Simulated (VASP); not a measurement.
# Si (Fm-3m) in VASP: single point with PBE

Aim: the single point of Si with PBE.

All numbers are computed with VASP 6.6.1; they aren't measurements. Logs are shortened: lines on timing, memory, paths and dates and some standing lists are left out, and cuts for length are marked.

## Step 1: The cell of the first run

It takes space group Fm-3m (No. 225, cubic). The conventional cell has a = 3.871 Å, b = 3.871 Å, c = 3.871 Å, α = 90.00°, β = 90.00°, γ = 90.00°. Within 3.6 Å of Si (site symmetry m-3m) lie 12 Si at 2.74 Å.

This isn't the form of Si at room conditions, which is diamond.

## Step 2: Single point, PBE

INCAR reads:

```
ALGO     = Normal         # electronic algorithm
EDIFF    = 1E-6           # SCF threshold, eV
ENCUT    = 520            # plane-wave cutoff, eV
GGA      = PE             # functional
ISIF     = 2              # what is computed and relaxed
ISMEAR   = -1             # smearing method
LASPH    = True           # aspherical terms in the spheres
LCHARG   = True           # write CHGCAR
LELF     = True           # ELF
LREAL    = False          # projectors in reciprocal space
LVHAR    = True         
LWAVE    = False          # write WAVECAR
NBANDS   = 13             # bands
NELM     = 80             # most SCF steps
PREC     = Accurate       # precision mode
SIGMA    = 0.05           # smearing width, eV
```

KPOINTS reads:

```
k-points
0
Gamma
  14 14 5
```

POSCAR reads:

```
Si
1.0
    0.0000000000      1.9357082389     -1.9357082389
   -1.9357082389      0.0000000000      1.9357082389
    3.8714164779      3.8714164779      3.8714164779
Si
3
Direct
    0.0000000000      0.0000000000      0.0000000000
    0.3333333330      0.6666666670      0.3333333330
    0.6666666670      0.3333333330      0.6666666670
```

Potentials or basis: VASP PAW PBE potentials, release 64 (Si).

On the command line:

```
$ cat potpaw_PBE.64/Si/POTCAR > POTCAR
$ mpirun -np 1 vasp_std > vasp.out
```

OUTCAR:

```text
EDIFF = 1E-6
   ENCUT = 520
   GGA = PE
   ISIF = 2
   ISMEAR = -1
   LASPH = True
   LREAL = False
   NELM = 80
   PREC = Accurate

 ion  position               nearest neighbor table
   1  0.000  0.000  0.000-   2 2.74   3 2.74   3 2.74   2 2.74   3 2.74   2 2.74
   2  0.333  0.667  0.333-   1 2.74   1 2.74   1 2.74   3 2.74   3 2.74   3 2.74
   3  0.667  0.333  0.667-   1 2.74   1 2.74   1 2.74   2 2.74   2 2.74   2 2.74

  LATTYP: Found a hexagonal cell.
 ALAT       =     2.7375048442
 C/A-ratio  =     2.4494897428

  Lattice vectors:

 A1 = (   0.0000000000,   1.9357082389,  -1.9357082389)
 A2 = (  -1.9357082389,   0.0000000000,   1.9357082389)
 A3 = (   3.8714164779,   3.8714164779,   3.8714164779)

Analysis of symmetry for initial positions (statically):
=====================================================================
 Subroutine PRICEL returns following result:

  LATTYP: Found a face centered cubic cell.
 ALAT       =     3.8714164740

  Lattice vectors:

 A1 = (   1.9357082370,   1.9357082370,   0.0000000000)
 A2 = (  -0.0000000019,   1.9357082370,   1.9357082389)
 A3 = (   1.9357082428,   0.0000000039,   1.9357082389)

   3 primitive cells build up your supercell.

 Routine SETGRP: Setting up the symmetry group for a
 hexagonal supercell.

 Subroutine GETGRP returns: Found 12 space group operations
 (whereof 12 operations were pure point group operations)
 out of a pool of 24 trial point group operations.

The static configuration has the point symmetry D_3d.

Analysis of symmetry for dynamics (positions and initial velocities):
=====================================================================
 Subroutine PRICEL returns following result:

  LATTYP: Found a face centered cubic cell.
 ALAT       =     3.8714164740

  Lattice vectors:

 A1 = (   1.9357082370,   1.9357082370,   0.0000000000)
 A2 = (  -0.0000000019,   1.9357082370,   1.9357082389)
 A3 = (   1.9357082428,   0.0000000039,   1.9357082389)

   3 primitive cells build up your supercell.

 Routine SETGRP: Setting up the symmetry group for a
 hexagonal supercell.

 Subroutine GETGRP returns: Found 12 space group operations
 (whereof 12 operations were pure point group operations)
 out of a pool of 24 trial point group operations.

The dynamic configuration has the point symmetry D_3d.

 Subroutine INISYM returns: Found 12 space group operations
 (whereof 12 operations are pure point group operations),
 and found     3 'primitive' translations

----------------------------------------------------------------------------------------

                                     Primitive cell

  volume of cell :      14.5061

  direct lattice vectors                    reciprocal lattice vectors
     1.935708237  1.935708237  0.000000000     0.258303389  0.258303391 -0.258303390
    -0.000000002  1.935708237  1.935708239    -0.258303390  0.258303390  0.258303390
     1.935708243  0.000000004  1.935708239     0.258303390 -0.258303390  0.258303390

  length of vectors
     2.737504842  2.737504843  2.737504847     0.447394596  0.447394595  0.447394595

  position of ions in fractional coordinates (direct lattice)
     0.000000000  0.000000000  0.000000000

  ion indices of the primitive-cell ions
   primitive index   ion index
                 1           1

----------------------------------------------------------------------------------------

 KPOINTS: k-points

Automatic generation of k-mesh.
 Grid dimensions read from file:
 generate k-points for:   14   14    5

 Generating k-lattice:

  Cartesian coordinates                     Fractional coordinates (reciprocal lattice)
    -0.012300161  0.024600323 -0.012300161     0.071428571  0.000000000  0.000000000
    -0.024600323  0.012300161  0.012300161     0.000000000  0.071428571  0.000000000
     0.017220226  0.017220226  0.017220226     0.000000000  0.000000000  0.200000000

  Length of vectors
     0.030129119  0.030129119  0.029826306

  Shift w.r.t. Gamma in fractional coordinates (k-lattice)
     0.000000000  0.000000000  0.000000000

 Subroutine IBZKPT returns following result:
 ===========================================

 Found    104 irreducible k-points:

 Following reciprocal coordinates:
            Coordinates               Weight
  0.000000  0.000000  0.000000      1.000000
  0.071429  0.000000  0.000000      6.000000
  0.142857  0.000000  0.000000      6.000000
  0.214286  0.000000  0.000000      6.000000
  0.285714  0.000000  0.000000      6.000000
  0.357143  0.000000  0.000000      6.000000
[... 16 lines left out ...]
  0.285714  0.285714  0.000000      6.000000
  0.357143  0.285714  0.000000      6.000000
 [... further k-points ...]
   k-points           NKPTS =    104   k-points in BZ     NKDIM =    104   number of bands    NBANDS=     13
   number of dos      NEDOS =    301   number of ions     NIONS =      3
   total plane-waves  NPLWV =  20000
   dimension x,y,z NGX =    20 NGY =   20 NGZ =   50
   dimension x,y,z NGXF=    40 NGYF=   40 NGZF=  100
   ions per type =               3
   NGX,Y,Z   is equivalent  to a cutoff of  12.15, 12.15, 12.40 a.u.
   NGXF,Y,Z  is equivalent  to a cutoff of  24.29, 24.29, 24.79 a.u.
 SYSTEM =  unknown system
   PREC   = accura    normal or accurate (medium, high low for compatibility)
   ISTART =      0    job   : 0-new  1-cont  2-samecut
   ICHARG =      2    charge: 1-file 2-atom 10-const
   ISPIN  =      1    spin polarized calculation?
   LNONCOLLINEAR =      F non collinear calculations
   LSORBIT =      F    spin-orbit coupling
   LASPH  =      T    aspherical Exc in radial PAW
   ENCUT  =  520.0 eV  38.22 Ry    6.18 a.u.   5.09  5.09 12.47*2*pi/ulx,y,z
   NELM   =     80;   NELMIN=  2; NELMDL= -5     # of ELM steps
   EDIFF  = 0.1E-05   stopping-criterion for ELM
   LREAL  =      F    real-space projection
   EDIFFG = 0.1E-04   stopping-criterion for IOM
   NSW    =      0    number of steps for IOM
   IBRION =     -1    ionic relax: 0-MD 1-quasi-New 2-CG
   NFREE  =      0    steps in history (QN), initial steepest desc. (CG)
   ISIF   =      2    stress and relaxation
   ISYM   =      2    0-nonsym 1-usesym 2-fastsym
   POTIM  = 0.5000    time-step for ionic-motion
   TEBEG  =    0.0;   TEEND  =   0.0 temperature during run
   PSTRESS=    0.0 pullay stress
   NELECT =      12.0000    total number of electrons
   NUPDOWN=      -1.0000    fix difference up-down
   EMIN   =  10.00;   EMAX   =-10.00  energy-range for DOS
   EFERMI =   0.00;   METHOD = LEGACY
   ISMEAR =    -1;   SIGMA  =   0.05  broadening in eV -4-tet -1-fermi 0-gaus
   EFERMI_NEDOS =   21; number of points for ismear=-14 and -15
   IALGO  =     38    algorithm
   IMIX   =      4    mixing-type and parameters
     AMIX     =   0.40;   BMIX     =  1.00
     AMIX_MAG =   1.60;   BMIX_MAG =  1.00
  volume/ion in A,a.u.               =      14.51        97.89
  Fermi-wavevector in a.u.,A,eV,Ry     =   1.065561  2.013618 15.448327  1.135420
  Thomas-Fermi vector in A             =   2.201116
   LORBIT       =      0    0 simple, 1 ext, 2 COOP (PROOUT), +10 PAW based schemes
   GGA     = PE    functional components
   LHFCALC =     F    Hartree Fock is set to
   AEXX    =    0.0000 exact exchange contribution
   IVDW    =     0    specifies the selected vdW correction
   LEPSILON=     F    determine dielectric tensor
   LRPA    =     F    only Hartree local field effects (RPA)
 non-spin polarized calculation
  energy-cutoff  :      520.00
  volume of cell :       43.52
 maximum number of plane-waves:      1185
   NGX = 11   NGY = 11   NGZ = 25

 number of electron      12.0000000 magnetization

 Free energy of the ion-electron system (eV)
  ---------------------------------------------------
  ext. energy  EPLUGINS =         0.00000000
  ---------------------------------------------------
  free energy    TOTEN  =       -14.67209205 eV

  energy without entropy =      -14.66312207  energy(sigma->0) =      -14.66760706

 E-fermi :  10.1314     XC(G=0): -11.1849

 val. band max:       10.0912867943   @ k =  -0.0714   0.2857   0.2000
 cond. band min:      10.1448939090   @ k =   0.2857   0.0000   0.0000
 fundamental gap:      0.0536071147
 Fermi energy:        10.1313581353

 k-point     1 :       0.0000    0.0000    0.0000
  band No.  band energies     occupation
      1      -4.2933      2.00000
      2      -1.0890      2.00000
      3      -1.0890      2.00000
      4       8.2652      2.00000
      5       8.2652      2.00000
      6      18.6816      0.00000
      7      18.6816      0.00000
      8      18.6816      0.00000
      9      18.6816      0.00000
     10      21.2457      0.00000
     11      21.2466      0.00000
     12      21.2467      0.00000
     13      22.0599      0.00000

 k-point     2 :       0.0714    0.0000    0.0000
  band No.  band energies     occupation
      1      -4.1614      2.00000
      2      -0.9591      2.00000
      3      -0.9590      2.00000
      4       8.3861      2.00000
      5       8.3866      2.00000
      6      16.5654      0.00000
      7      17.3844      0.00000
      8      18.4822      0.00000
      9      19.2406      0.00000
     10      19.3748      0.00000
     11      20.1583      0.00000
     12      20.5905      0.00000
     13      20.9155      0.00000

 k-point     3 :       0.1429    0.0000    0.0000
  band No.  band energies     occupation
      1      -3.7663      2.00000
      2      -0.5699      2.00000
      3      -0.5696      2.00000
      4       8.7432      2.00000
      5       8.7494      2.00000
      6      13.8508      0.00000
      7      16.1727      0.00000
      8      16.4857      0.00000
      9      16.6052      0.00000
     10      18.7176      0.00000
     11      18.9459      0.00000
     12      18.9615      0.00000
     13      20.2625      0.00000
[... 305 lines left out ...]
 k-point    23 :       0.2857    0.2857    0.0000
  band No.  band energies     occupation
      1       1.9349      2.00000
      2       4.9135      2.00000
      3       4.9135      2.00000
      4       5.6015      2.00000
      5       5.6015      2.00000
      6       8.1370      2.00000
      7       8.6806      2.00000
      8       8.6806      2.00000
      9       9.0710      2.00000
     10      13.9701      0.00000
     11      13.9701      0.00000
     12      16.3711      0.00000
     13      18.1987      0.00000

 k-point    24 :       0.3571    0.2857    0.0000
  band No.  band energies     occupation
      1       3.5761      2.00000
      2       3.5761      2.00000
      3       5.2941      2.00000
      4       6.2809      2.00000
      5       6.6330      2.00000
      6       6.6330      2.00000
      7       7.2684      2.00000
      8       8.6058      2.00000
      9       8.6058      2.00000
     10      14.6899      0.00000
     11      15.2374      0.00000
     12      15.2374      0.00000
     13      17.2569      0.00000

 [... further k-points ...]

------------------------ aborting loop because EDIFF is reached ----------------------------------------

  FORCE on cell =-STRESS in cart. coord.  units (eV):
  Direction    XX          YY          ZZ          XY          YZ          ZX
  --------------------------------------------------------------------------------------
  -------------------------------------------------------------------------------------
  Total       -0.1128265     -0.1128265     -0.1128265     -0.0309520     -0.0309520     -0.0309520
  in kB       -4.1538498     -4.1538498     -4.1538498     -1.1395381     -1.1395381     -1.1395381
  external PRESSURE =      -4.1538498 kB  Pullay stress =       0.0000000 kB

 VOLUME and BASIS-vectors are now :
 -----------------------------------------------------------------------------
  energy-cutoff  :      520.00
  volume of cell :       43.52
      direct lattice vectors                 reciprocal lattice vectors
     0.000000000  1.935708239 -1.935708239    -0.172202260  0.344404520 -0.172202260
    -1.935708239  0.000000000  1.935708239    -0.344404520  0.172202260  0.172202260
     3.871416478  3.871416478  3.871416478     0.086101130  0.086101130  0.086101130

 POSITION                                       TOTAL-FORCE (eV/Angst)
 -----------------------------------------------------------------------------------
      0.00000      0.00000      0.00000         0.000000      0.000000     -0.000000
     -0.00000      1.93571      1.93571        -0.000000      0.000000      0.000000
      1.93571      3.87142      1.93571        -0.000000     -0.000000     -0.000000
 -----------------------------------------------------------------------------------
    total drift:                               -0.000000     -0.000000      0.000000

  FREE ENERGIE OF THE ION-ELECTRON SYSTEM (eV)
  ---------------------------------------------------
  free  energy   TOTEN  =       -14.6720920506 eV

  energy  without entropy=      -14.6631220741  energy(sigma->0) =      -14.66760706
```

Run time: 54 s. Hardware: 1 thread of Intel Xeon 8259CL, shared host; peak memory 0.17 GiB.

What came out:

| Property | Result |
| --- | --- |
| Free energy | -14.6721 eV |
| Pressure | -0.4 GPa |
| Band gap on the k mesh | zero (bands 6 and 7 overlap by 11.41 eV) |

Levels at points of the mesh, in eV from the Fermi level:
```
           k point  band 3  band 4  band 5  band 6  band 7  band 8  band 9  band 10
(0.00, 0.00, 0.00)  -11.22   -1.87   -1.87    8.55    8.55    8.55    8.55    11.11
(0.50, 0.00, 0.00)   -5.34   -4.91   -4.91   -4.51    3.19    3.19    4.05     4.05
```

The gap in the log of VASP goes by the Fermi energy; the results here count the filled bands.